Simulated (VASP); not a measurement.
**Ge: relaxation of cell and atoms with PBE**

Ge:

```xyz
1
Lattice="-1.6886 1.6886 1.6886 1.6886 -1.6886 1.6886 1.6886 1.6886 -1.6886" Properties=species:S:1:pos:R:3 pbc="T T T"
Ge    0.0000    0.0000    0.0000
```

| Quantity | Value |
| --- | --- |
| Program | VASP 6.6.1 |
| Task | relaxation of cell and atoms |
| Functional | PBE |
| Potentials or basis | VASP PAW PBE potentials, release 64 (Ge_d) |
| Cutoff | 600 eV |
| k mesh | 22 × 22 × 22 |
| Occupations | gaussian, width 0.1 eV |
| Spin | no spin polarisation |
| Dipole correction | no |
| Further INCAR settings | ALGO = Normal; EDIFF = 1e-06; IBRION = 2; EDIFFG = -0.01; NSW = 100; ISIF = 3 |

The relaxed volume is 19.23 Å³/atom. The relaxed cell is a = 2.923 Å, b = 2.923 Å, c = 2.923 Å, α = 109.47°, β = 109.47°, γ = 109.47°, the space group after relaxing (to 0.05 Å) is Im-3m (No. 229) and the energy gained by relaxing is 0.0 meV/atom. The ionic steps are 3. The pressure after relaxing is 0.0 GPa and the band gap on the k mesh is zero (band 7 reaches 15.55 eV, above the bottom of band 8 at 3.69 eV).

Final structure:
```xyz
1
Lattice="-1.6877 1.6877 1.6877 1.6877 -1.6877 1.6877 1.6877 1.6877 -1.6877" Properties=species:S:1:pos:R:3 pbc="T T T"
Ge    0.0000    0.0000    0.0000
```

Levels at points of the mesh, in eV from the Fermi level:
```
           k point  band 4  band 5  band 6  band 7  band 8  band 9  band 10  band 11
(0.00, 0.00, 0.00)  -24.67  -24.67  -13.00    8.97    8.97    8.97    14.80    14.80
(0.50, 0.00, 0.00)  -24.68  -24.62   -7.44   -5.20    4.29    6.62     9.36     9.63
(0.50, 0.50, 0.50)  -24.64  -24.64   -2.75   -0.44   -0.44   -0.44     4.40     4.40
```

It took 110 s on 1 thread of AMD EPYC 7R13, on a shared host, peak memory 0.18 GiB.
